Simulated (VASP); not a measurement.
**H18CO9: single point with r2SCAN+D3(BJ)**

System: H18CO9.

```
O H C
1.0
     6.70176    0.00000    0.00000
     0.00000    6.70176    0.00000
     0.00000    0.00000    6.70176
O H C
9 18 1
Direct
  0.18046 0.48665 0.48725
  0.94792 0.03950 0.82201
  0.61330 0.70473 0.44690
  0.24937 0.97813 0.50588
  0.59937 0.18810 0.19802
  0.39318 0.51346 0.07952
  0.00051 0.44366 0.87459
  0.76775 0.75785 0.07056
  0.56582 0.27882 0.59793
  0.29813 0.43765 0.55718
  0.23051 0.51375 0.35076
  0.98845 0.16942 0.85777
  0.04103 0.01212 0.71032
  0.73042 0.71581 0.36122
  0.64422 0.59208 0.52991
  0.22806 0.09230 0.42147
  0.36568 0.91987 0.43739
  0.64171 0.05651 0.14689
  0.60842 0.20906 0.34486
  0.48035 0.61269 0.14037
  0.43866 0.38042 0.10816
  0.12339 0.49162 0.93644
  0.02263 0.49259 0.73163
  0.85008 0.85604 0.99827
  0.80233 0.63374 0.00185
  0.60441 0.98209 0.65384
  0.53098 0.15578 0.86874
  0.57419 0.13681 0.71339
```

```json
{
 "Program": "VASP 6.6.1",
 "Task": "single point",
 "Functional": "r2SCAN",
 "Dispersion": "D3(BJ)",
 "Potentials or basis": "VASP PAW PBE potentials, release 64 (O, H, C)",
 "Cutoff": "580 eV",
 "k mesh": "1 × 1 × 1",
 "Occupations": "fermi-dirac, width 0.02 eV",
 "Spin": "no spin polarisation",
 "Dipole correction": "no",
 "Further INCAR settings": "ALGO = Normal; EDIFF = 1e-06; NBANDS = 58"
}
```

The pressure is -1.8 GPa, the largest force is 2.225 eV/Å and the dispersion energy per atom is -0.017 eV.

Forces in eV/Å, atoms in the order of the input:
```
O    0.463 -0.282 -0.551
O    0.376 -1.551 -1.196
O    0.347  0.232 -0.200
O    0.677 -0.090 -0.766
O   -0.130 -0.400 -0.393
O   -1.173  0.935 -0.180
O    0.620  0.997 -1.890
O    0.402  0.221 -0.323
O    0.396  0.009 -0.111
H   -0.122  0.172 -0.170
H   -0.319 -0.025  0.721
H    0.104  1.883  0.732
H   -0.567 -0.389  0.532
H   -0.265  0.201 -0.285
H   -0.268 -0.326  0.393
H   -0.386  0.439  0.045
H   -0.543 -0.401  0.745
H   -0.174  0.762  1.041
H    0.159 -0.530 -0.362
H    0.059 -0.554 -0.158
H    0.852 -0.353  0.367
H    0.040 -0.083  0.349
H   -0.378 -0.792  1.552
H   -0.123 -0.110  0.051
H    0.017  0.046  0.175
H    0.014  0.861  0.601
H    0.209  0.085  0.548
C   -0.289 -0.957 -1.268
```

Stress tensor (GPa, compression positive):
```
-1.95  0.46  1.41
 0.46 -0.61 -0.41
 1.41 -0.41 -2.84
```

Levels at points of the mesh, in eV from the Fermi level:
```tsv
k point	band 36	band 37	band 38	band 39	band 40	band 41
(0.00, 0.00, 0.00)	-0.92	-0.84	-0.51	4.18	4.85	7.72
```

Wall time 95 s on 1 thread of AMD EPYC 9R45 (Zen 5), on a shared host, peak memory 0.38 GiB.

Caveat: the k points lie up to 0.94 Å⁻¹ apart, too coarse for converged energies, forces and pressures; the PAW data sets were made with another functional, which shifts forces and pressure a little.
